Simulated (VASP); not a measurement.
# CdSe (Cadmoselite) (P6_3mc) in VASP: notebook

Runs on CdSe (Cadmoselite). Level: PBE. Tasks: relaxation of shape and atoms at fixed volume.

Everything below comes from runs of VASP 6.6.1. Logs are shortened: lines on timing, memory, paths and dates and some standing lists are left out, and cuts for length are marked.

### Step 1. The cell of the first run

The structure is hexagonal, space group P6_3mc (No. 186). The conventional cell has a = 4.056 Å, b = 4.056 Å, c = 6.683 Å, α = 90.00°, β = 90.00°, γ = 120.00°. Cd (site symmetry 3m) has 4 Se at 2.49 Å within 3.3 Å. Within 3.3 Å of Se (site symmetry 3m) lie 4 Cd at 2.49 Å.

### Step 2. Relaxation of shape and atoms at fixed volume, PBE (volume scaled by 0.800)

INCAR

```
PREC = Accurate ; ENCUT = 600
EDIFF = 1E-6 ; ISMEAR = 0
SIGMA = 0.05 ; LREAL = F
LASPH = T ; NELM = 60
ALGO = Normal ; ISIF = 4
LWAVE = F ; LCHARG = F
GGA = PE ; IBRION = 2
NSW = 60 ; EDIFFG = -0.01
```

KPOINTS

```
regular mesh
0
Gamma
  10 10 6
```

POSCAR

```
CdSe
1.0
    4.0561875467      0.0000000000      0.0000000000
   -2.0280937733      3.5127614579      0.0000000000
    0.0000000000      0.0000000000      6.6829545384
Cd Se
2 2
Direct
    0.3333333333      0.6666666667      0.0061571954
    0.6666666667      0.3333333333      0.5061571954
    0.3333333333      0.6666666667      0.3788428046
    0.6666666667      0.3333333333      0.8788428046
```

Potentials or basis: VASP PAW PBE potentials, release 64 (Cd, Se).

On the command line:

```console
$ cat potpaw_PBE.64/Cd/POTCAR potpaw_PBE.64/Se/POTCAR > POTCAR
$ mpirun -np 1 vasp_std > vasp.out
```

OUTCAR:

```text
PREC = Accurate
   ENCUT = 600
   EDIFF = 1E-6
   ISMEAR = 0
   LREAL = F
   LASPH = T
   NELM = 60
   ISIF = 4
   GGA = PE
   IBRION = 2
   NSW = 60
   EDIFFG = -0.01

 ion  position               nearest neighbor table
   1  0.333  0.667  0.006-   3 2.49   4 2.49   4 2.49   4 2.49
   2  0.667  0.333  0.506-   4 2.49   3 2.49   3 2.49   3 2.49
   3  0.333  0.667  0.379-   1 2.49   2 2.49   2 2.49   2 2.49
   4  0.667  0.333  0.879-   2 2.49   1 2.49   1 2.49   1 2.49

  LATTYP: Found a hexagonal cell.
 ALAT       =     4.0561875467
 C/A-ratio  =     1.6475950536

  Lattice vectors:

 A1 = (   4.0561875467,   0.0000000000,   0.0000000000)
 A2 = (  -2.0280937733,   3.5127614579,   0.0000000000)
 A3 = (   0.0000000000,   0.0000000000,   6.6829545384)

Analysis of symmetry for initial positions (statically):
=====================================================================
 Subroutine PRICEL returns:
 Original cell was already a primitive cell.

 Routine SETGRP: Setting up the symmetry group for a
 hexagonal supercell.

 Subroutine GETGRP returns: Found 12 space group operations
 (whereof  6 operations were pure point group operations)
 out of a pool of 24 trial point group operations.

The static configuration has the point symmetry C_3v.
 The point group associated with its full space group is C_6v.

Analysis of symmetry for dynamics (positions and initial velocities):
=====================================================================
 Subroutine PRICEL returns:
 Original cell was already a primitive cell.

 Routine SETGRP: Setting up the symmetry group for a
 hexagonal supercell.

 Subroutine GETGRP returns: Found 12 space group operations
 (whereof  6 operations were pure point group operations)
 out of a pool of 24 trial point group operations.

The dynamic configuration has the point symmetry C_3v.
 The point group associated with its full space group is C_6v.

 Subroutine INISYM returns: Found 12 space group operations
 (whereof  6 operations are pure point group operations),
 and found     1 'primitive' translations

----------------------------------------------------------------------------------------

                                     Primitive cell

  volume of cell :      95.2215

  direct lattice vectors                    reciprocal lattice vectors
     4.056187547  0.000000000  0.000000000     0.246536924  0.142338159  0.000000000
    -2.028093773  3.512761458  0.000000000     0.000000000  0.284676319  0.000000000
     0.000000000  0.000000000  6.682954538     0.000000000  0.000000000  0.149634416

  length of vectors
     4.056187547  4.056187547  6.682954538     0.284676319  0.284676319  0.149634416

  position of ions in fractional coordinates (direct lattice)
     0.333333333  0.666666667  0.006157195
     0.666666667  0.333333333  0.506157195
     0.333333333  0.666666667  0.378842805
     0.666666667  0.333333333  0.878842805

  ion indices of the primitive-cell ions
   primitive index   ion index
                 1           1
                 2           2
                 3           3
                 4           4

----------------------------------------------------------------------------------------

 KPOINTS: regular mesh

Automatic generation of k-mesh.
 Grid dimensions read from file:
 generate k-points for:   10   10    6

 Generating k-lattice:

  Cartesian coordinates                     Fractional coordinates (reciprocal lattice)
     0.024653692  0.014233816  0.000000000     0.100000000  0.000000000  0.000000000
     0.000000000  0.028467632  0.000000000     0.000000000  0.100000000  0.000000000
     0.000000000  0.000000000  0.024939069     0.000000000  0.000000000  0.166666667

  Length of vectors
     0.028467632  0.028467632  0.024939069

  Shift w.r.t. Gamma in fractional coordinates (k-lattice)
     0.000000000  0.000000000  0.000000000

 Subroutine IBZKPT returns following result:
 ===========================================

 Found     56 irreducible k-points:

 Following reciprocal coordinates:
            Coordinates               Weight
  0.000000  0.000000  0.000000      1.000000
  0.100000 -0.000000  0.000000      6.000000
  0.200000 -0.000000  0.000000      6.000000
  0.300000  0.000000  0.000000      6.000000
  0.400000  0.000000  0.000000      6.000000
  0.500000 -0.000000  0.000000      3.000000
[... 16 lines left out ...]
  0.300000  0.100000  0.166667     24.000000
  0.400000  0.100000  0.166667     24.000000
 [... further k-points ...]
   k-points           NKPTS =     56   k-points in BZ     NKDIM =     56   number of bands    NBANDS=     22
   number of dos      NEDOS =    301   number of ions     NIONS =      4
   total plane-waves  NPLWV =  55296
   dimension x,y,z NGX =    32 NGY =   32 NGZ =   54
   dimension x,y,z NGXF=    64 NGYF=   64 NGZF=  108
   ions per type =               2   2
   NGX,Y,Z   is equivalent  to a cutoff of  13.12, 13.12, 13.43 a.u.
   NGXF,Y,Z  is equivalent  to a cutoff of  26.23, 26.23, 26.87 a.u.
 SYSTEM =  unknown system
   PREC   = accura    normal or accurate (medium, high low for compatibility)
   ISTART =      0    job   : 0-new  1-cont  2-samecut
   ICHARG =      2    charge: 1-file 2-atom 10-const
   ISPIN  =      1    spin polarized calculation?
   LNONCOLLINEAR =      F non collinear calculations
   LSORBIT =      F    spin-orbit coupling
   LASPH  =      T    aspherical Exc in radial PAW
   ENCUT  =  600.0 eV  44.10 Ry    6.64 a.u.   8.10  8.10 13.35*2*pi/ulx,y,z
   NELM   =     60;   NELMIN=  2; NELMDL= -5     # of ELM steps
   EDIFF  = 0.1E-05   stopping-criterion for ELM
   LREAL  =      F    real-space projection
   EDIFFG = -.1E-01   stopping-criterion for IOM
   NSW    =     60    number of steps for IOM
   IBRION =      2    ionic relax: 0-MD 1-quasi-New 2-CG
   NFREE  =      1    steps in history (QN), initial steepest desc. (CG)
   ISIF   =      4    stress and relaxation
   ISYM   =      2    0-nonsym 1-usesym 2-fastsym
   POTIM  = 0.5000    time-step for ionic-motion
   TEBEG  =    0.0;   TEEND  =   0.0 temperature during run
   PSTRESS=    0.0 pullay stress
   NELECT =      36.0000    total number of electrons
   NUPDOWN=      -1.0000    fix difference up-down
   EMIN   =  10.00;   EMAX   =-10.00  energy-range for DOS
   EFERMI =   0.00;   METHOD = LEGACY
   ISMEAR =     0;   SIGMA  =   0.05  broadening in eV -4-tet -1-fermi 0-gaus
   EFERMI_NEDOS =   21; number of points for ismear=-14 and -15
   IALGO  =     38    algorithm
   IMIX   =      4    mixing-type and parameters
     AMIX     =   0.40;   BMIX     =  1.00
     AMIX_MAG =   1.60;   BMIX_MAG =  1.00
  volume/ion in A,a.u.               =      23.81       160.65
  Fermi-wavevector in a.u.,A,eV,Ry     =   1.183761  2.236983 19.065701  1.401289
  Thomas-Fermi vector in A             =   2.319989
   LORBIT       =      0    0 simple, 1 ext, 2 COOP (PROOUT), +10 PAW based schemes
   GGA     = PE    functional components
   LHFCALC =     F    Hartree Fock is set to
   AEXX    =    0.0000 exact exchange contribution
   IVDW    =     0    specifies the selected vdW correction
   LEPSILON=     F    determine dielectric tensor
   LRPA    =     F    only Hartree local field effects (RPA)
 conjugate gradient relaxation of ions
 non-spin polarized calculation
 Gauss-broadening in eV      SIGMA  =   0.05
  energy-cutoff  :      600.00
  volume of cell :       95.22
 maximum number of plane-waves:      3216
   NGX = 17   NGY = 17   NGZ = 27

--------------------------------------- Ionic step        1  -------------------------------------------

 number of electron      35.9999996 magnetization

 Free energy of the ion-electron system (eV)
  ---------------------------------------------------
  ext. energy  EPLUGINS =         0.00000000
  ---------------------------------------------------
  free energy    TOTEN  =        -9.92604181 eV

  energy without entropy =       -9.92604181  energy(sigma->0) =       -9.92604181

------------------------ aborting loop because EDIFF is reached ----------------------------------------

  FORCE on cell =-STRESS in cart. coord.  units (eV):
  Direction    XX          YY          ZZ          XY          YZ          ZX
  --------------------------------------------------------------------------------------
  -------------------------------------------------------------------------------------
  Total       10.2644715     10.2644715     10.3475398      0.0000000     -0.0000000      0.0000000
  in kB      172.7078116    172.7078116    174.1055012      0.0000000     -0.0000000      0.0000000
  external PRESSURE =     173.1737081 kB  Pullay stress =       0.0000000 kB
[... 95 lines left out ...]
  FREE ENERGIE OF THE ION-ELECTRON SYSTEM (eV)
  ---------------------------------------------------
  free  energy   TOTEN  =        -9.9263311809 eV

  energy  without entropy=       -9.9263311809  energy(sigma->0) =       -9.92633118

[... ionic steps 4 to 9 ...]

--------------------------------------- Ionic step       10  -------------------------------------------

 number of electron      36.0000005 magnetization

------------------------ aborting loop because EDIFF is reached ----------------------------------------

  FORCE on cell =-STRESS in cart. coord.  units (eV):
  Direction    XX          YY          ZZ          XY          YZ          ZX
  --------------------------------------------------------------------------------------
  -------------------------------------------------------------------------------------
  Total       10.2750613     10.2750613     10.2053346      0.0000000      0.0000000      0.0000000
  in kB      172.8859941    172.8859941    171.7127869      0.0000000      0.0000000      0.0000000
  external PRESSURE =     172.4949250 kB  Pullay stress =       0.0000000 kB
[... 61 lines left out ...]
  energy  without entropy=       -9.9269496006  energy(sigma->0) =       -9.92694960

--------------------------------------- Ionic step       12  -------------------------------------------

 number of electron      36.0000006 magnetization

 Free energy of the ion-electron system (eV)
  ---------------------------------------------------
  ext. energy  EPLUGINS =         0.00000000
  ---------------------------------------------------
  free energy    TOTEN  =        -9.92711170 eV

  energy without entropy =       -9.92711170  energy(sigma->0) =       -9.92711170

 E-fermi :   2.7048     XC(G=0):  -9.6693

 val. band max:        2.4838451782   @ k =   0.0000   0.0000   0.0000
 cond. band min:       3.4345120119   @ k =   0.0000   0.0000   0.0000
 fundamental gap:      0.9506668337
 Fermi energy:         2.7048294171

 k-point     1 :       0.0000    0.0000    0.0000
  band No.  band energies     occupation
      1     -11.2642      2.00000
      2     -10.7319      2.00000
      3      -6.2602      2.00000
      4      -6.2015      2.00000
      5      -6.2015      2.00000
      6      -6.0905      2.00000
[... 574 lines left out ...]
      6      -5.8676      2.00000
[... 14 lines left out ...]
     21       7.3937      0.00000
     22       8.1721      0.00000

 [... further k-points ...]
[... 5 lines left out ...]
  --------------------------------------------------------------------------------------
  -------------------------------------------------------------------------------------
  Total       10.2438304     10.2438304     10.2317077      0.0000000      0.0000000      0.0000000
  in kB      172.3605090    172.3605090    172.1565359      0.0000000      0.0000000      0.0000000
  external PRESSURE =     172.2925179 kB  Pullay stress =       0.0000000 kB
[... 19 lines left out ...]
  FREE ENERGIE OF THE ION-ELECTRON SYSTEM (eV)
  ---------------------------------------------------
  free  energy   TOTEN  =        -9.9271117009 eV

  energy  without entropy=       -9.9271117009  energy(sigma->0) =       -9.92711170

 reached required accuracy - stopping structural energy minimisation
```

Wall time 13 min (1 thread of Oxide Virtual Turin-like, shared host); peak memory 0.29 GiB.

Results:

| Property | Result |
| --- | --- |
| Free energy | -9.9271 eV |
| Energy gained by relaxing | 0.3 meV/atom |
| Ionic steps | 12 |
| Pressure after relaxing | 17.2 GPa |
| Largest force after relaxing | 0.003 eV/Å |
| Band gap on the k mesh | 0.95 eV, direct |

Forces in eV/Å, atoms in the order of the input:
```
Cd   0.000  0.000  0.003
Cd   0.000  0.000  0.003
Se   0.000  0.000 -0.003
Se   0.000  0.000 -0.003
```

The path:
```csv
step,energy change (eV),largest force (eV/Å),pressure (GPa),volume (Å³)
1,0.0000,0.0136,17.32,95.22
2,-0.0001,0.0191,17.31,95.22
3,-0.0003,0.0352,17.30,95.22
4,-0.0004,0.0662,17.28,95.22
5,-0.0005,0.0542,17.29,95.22
6,-0.0005,0.0531,17.29,95.22
7,-0.0005,0.0509,17.29,95.22
8,-0.0006,0.0462,17.28,95.22
9,-0.0008,0.0364,17.27,95.22
10,-0.0010,0.0165,17.25,95.22
11,-0.0009,0.0269,17.19,95.22
12,-0.0011,0.0030,17.23,95.22
```

Final structure:
```
CELL_PARAMETERS angstrom
4.03336 0.00000 0.00000
-2.01668 3.49299 0.00000
0.00000 0.00000 6.75882
ATOMIC_POSITIONS crystal
Cd 0.33333 0.66667 0.00861
Cd 0.66667 0.33333 0.50861
Se 0.33333 0.66667 0.37639
Se 0.66667 0.33333 0.87639
```

Caveat: the cell differs from its parent crystal (volume scaled by 0.800).

(Part 1 of 2 ends here.)
